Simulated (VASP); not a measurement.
# KTaO3 in VASP: a series of runs, part 3 of 3

VASP 6.6.1. Earlier steps stand in the parts before.

**5. Electric field gradients, LDA (equal xy, yz and zx shear strains of -3 %)**

Contents of INCAR:

```
SYSTEM = KTaO3
  PREC = Accurate
  ENCUT = 520
  EDIFF = 1E-8
  ISMEAR = -1
  SIGMA = 0.01
  LREAL = .False.
  LASPH = .True.
  NELM = 100
  ALGO = Normal
  ISIF = 2
  LWAVE = .False.
  LCHARG = .False.
  GGA = CA
  LEFG = .True.
  NBANDS = 27
```

Contents of KPOINTS:

```
Automatic mesh
0
Gamma
  5 5 5
  0 0 0
```

Contents of POSCAR:

```
KTaO3
1.0
    3.9883000000     -0.0598245000     -0.0598245000
   -0.0598245000      3.9883000000     -0.0598245000
   -0.0598245000     -0.0598245000      3.9883000000
K Ta O
1 1 3
Direct
    0.5000000000      0.5000000000      0.5000000000
    0.0000000000      0.0000000000      0.0000000000
    0.5000000000      0.0000000000      0.0000000000
    0.0000000000      0.5000000000      0.0000000000
    0.0000000000      0.0000000000      0.5000000000
```

Potentials or basis: VASP PAW LDA potentials, release 64 (K_sv, Ta_pv, O).

Launch:

```
$ cat potpaw_LDA.64/K_sv/POTCAR potpaw_LDA.64/Ta_pv/POTCAR potpaw_LDA.64/O/POTCAR > POTCAR
$ mpirun -np 1 vasp_std > vasp.out
```

OUTCAR:

```text
SYSTEM = KTaO3
   PREC = Accurate
   ENCUT = 520
   EDIFF = 1E-8
   ISMEAR = -1
   LREAL = .False.
   LASPH = .True.
   NELM = 100
   ISIF = 2
   GGA = CA

 ion  position               nearest neighbor table
   1  0.500  0.500  0.500-   3 2.78   4 2.78   5 2.78   3 2.78   4 2.78   5 2.78   5 2.86   3 2.86
                             4 2.86   5 2.86   4 2.86   3 2.86   2 3.35   2 3.35   2 3.49   2 3.49
   2  0.000  0.000  0.000-   3 1.99   4 1.99   5 1.99   5 1.99   4 1.99   3 1.99   1 3.35   1 3.35
                             1 3.49   1 3.49   1 3.49   1 3.49   1 3.49   1 3.49
   3  0.500  0.000  0.000-   2 1.99   2 1.99   1 2.78   1 2.78   1 2.86   1 2.86
   4  0.000  0.500  0.000-   2 1.99   2 1.99   1 2.78   1 2.78   1 2.86   1 2.86
   5  0.000  0.000  0.500-   2 1.99   2 1.99   1 2.78   1 2.78   1 2.86   1 2.86

  LATTYP: Found a trigonal (rhomboedric) cell.
 ALAT       =     3.9891972666
 COS(alpha) =    -0.0297616073

  Lattice vectors:

 A1 = (   3.9883000000,  -0.0598245000,  -0.0598245000)
 A2 = (  -0.0598245000,   3.9883000000,  -0.0598245000)
 A3 = (  -0.0598245000,  -0.0598245000,   3.9883000000)

Analysis of symmetry for initial positions (statically):
[... 776 lines left out ...]
 -----------------------------------------------------------------------------------
    total drift:                                0.000000     -0.000000      0.000000

  FREE ENERGIE OF THE ION-ELECTRON SYSTEM (eV)
  ---------------------------------------------------
  free  energy   TOTEN  =       -44.9838648460 eV

  energy  without entropy=      -44.9838648460  energy(sigma->0) =      -44.98386485

 Electric field gradients (V/A^2)
---------------------------------------------------------------------
 ion       V_xx      V_yy      V_zz      V_xy      V_xz      V_yz
---------------------------------------------------------------------
   1      -0.000    -0.000     0.000    -2.100    -2.100    -2.100
   2       0.000     0.000    -0.000    34.876    34.876    34.876
   3      14.757    -7.378    -7.378    -3.698    -3.698     1.642
   4      -7.378    14.757    -7.378    -3.698     1.642    -3.698
   5      -7.378    -7.378    14.757     1.642    -3.698    -3.698
---------------------------------------------------------------------

 Electric field gradients after diagonalization (V/A^2)
 (convention: |V_zz| > |V_xx| > |V_yy|)
----------------------------------------------------------------------
 ion       V_xx      V_yy      V_zz     asymmetry (V_yy - V_xx)/ V_zz
----------------------------------------------------------------------
   1       2.100     2.100    -4.199       0.000
   2     -34.876   -34.876    69.753       0.000
   3      -9.020    -6.994    16.014       0.127
   4      -9.020    -6.994    16.014       0.127
   5      -9.020    -6.994    16.014       0.127
----------------------------------------------------------------------

           NMR quadrupolar parameters

 Cq : quadrupolar parameter    Cq=e*Q*V_zz/h
 eta: asymmetry parameters     (V_yy - V_xx)/ V_zz
 Q  : nuclear electric quadrupole moment in mb (millibarn)
----------------------------------------------------------------------
 ion       Cq(MHz)       eta       Q (mb)
----------------------------------------------------------------------
   1      -0.010       0.000       1.000
   2       0.169       0.000       1.000
   3       0.039       0.127       1.000
   4       0.039       0.127       1.000
   5       0.039       0.127       1.000
----------------------------------------------------------------------
```

stdout:

```text
POSCAR found type information on POSCAR K TaO
 POSCAR found :  3 types and       5 ions
 scaLAPACK will be used
 LDA part: xc-table for (Slater(with rela. corr.)+CA(PZ))
 , standard interpolation
 POSCAR, INCAR and KPOINTS ok, starting setup
 FFT: planning ... GRIDC
 FFT: planning ... GRID_SOFT
 FFT: planning ... GRID
 WAVECAR not read
 entering main loop
ion   1

ion   2

ion   3
     0.0000293     1.0336019    -0.4642726    -0.2238466     1.0336019     0.3877137
     0.0000403     1.0336019    -0.4642726    -0.2238466     1.0336019     0.3877137
     0.0000555     1.0336018    -0.4642726    -0.2238466     1.0336018     0.3877137
     0.0000765     1.0336018    -0.4642726    -0.2238466     1.0336018     0.3877138

     0.0000293     3.3182618    -1.4507060     3.1179168     3.3182618    -5.4003904
     0.0000403     3.3182613    -1.4507057     3.1179160     3.3182613    -5.4003889
     0.0000555     3.3182603    -1.4507053     3.1179146     3.3182603    -5.4003864
     0.0000765     3.3182586    -1.4507046     3.1179121     3.3182586    -5.4003822

ion   4
     0.0000293     1.0336019     1.0336019    -0.2238466    -0.4642726    -0.3877137
     0.0000403     1.0336019     1.0336019    -0.2238466    -0.4642726    -0.3877137
     0.0000555     1.0336018     1.0336018    -0.2238466    -0.4642726    -0.3877137
     0.0000765     1.0336018     1.0336018    -0.2238466    -0.4642726    -0.3877138

     0.0000293     3.3182618     3.3182618     3.1179168    -1.4507060     5.4003904
     0.0000403     3.3182613     3.3182613     3.1179160    -1.4507057     5.4003889
     0.0000555     3.3182603     3.3182603     3.1179146    -1.4507053     5.4003864
     0.0000765     3.3182586     3.3182586     3.1179121    -1.4507046     5.4003822

ion   5
```

Run time: 80 s. Hardware: 1 thread of Intel Xeon 8259CL, shared host; peak memory 0.17 GiB.

Results:

| Quantity | Value |
| --- | --- |
| Free energy | -44.9839 eV |
| Pressure | -4.3 GPa |
| Band gap on the k mesh | 2.01 eV (least direct gap 2.41 eV) |
| Largest electric field gradient by atom | K -4.2; Ta +69.8; O +16.0 V/Å² |

Stress tensor (GPa, compression positive):
```
-4.33  2.99  2.99
 2.99 -4.33  2.99
 2.99  2.99 -4.33
```

Levels at points of the mesh, in eV from the valence-band top:
```csv
k point,band 17,band 18,band 19,band 20,band 21,band 22
"(0.00, 0.00, 0.00)",-0.55,-0.55,-0.41,2.01,2.14,2.14
```

Electric field gradients, principal values (V/Å²):
```
atom    least   middle  greatest (by size)
 1 K    2.100    2.100              -4.199
2 Ta  -34.876  -34.876              69.753
 3 O   -6.994   -9.020              16.014
 4 O   -6.994   -9.020              16.014
 5 O   -6.994   -9.020              16.014
```

Caveat: the cell differs from its parent crystal (equal xy, yz and zx shear strains of -3 %); the cell stands under tension; without QUAD_EFG the Cq values of the log hold for a quadrupole moment of 1 mb, not for the nuclei; spin-orbit coupling is left out, which moves the levels of the heavy elements; an odd mesh through Γ misses points on the zone boundary, where band edges can lie.

**6. Overview**

```tsv
cell	gap on the mesh (eV)	pressure (GPa)
a = 4.068, b = 4.068, c = 3.988 Å, 5 atoms	2.02	-11.4
a = 3.909, b = 3.909, c = 3.988 Å, 5 atoms	2.20	4.5
a = 4.028, b = 4.028, c = 3.988 Å, 5 atoms	2.08	-8.2
a = 3.989 Å, angles 91.7°, 5 atoms	2.01	-4.3
```

Alike in all rows: task electric field gradients; level LDA; potentials or basis VASP PAW LDA potentials, release 64 (K_sv, Ta_pv, O); no spin polarisation; k mesh 5 × 5 × 5; cutoff (eV) 520; smearing fermi-dirac 0.01 eV.

Caveats: spin-orbit coupling is left out, which moves the levels of the heavy elements; an odd mesh through Γ misses points on the zone boundary, where band edges can lie; the cell stands under tension (at least some runs); the cell stands under pressure (at least some runs).

Absolute energies hang on the potentials; compare differences alone.
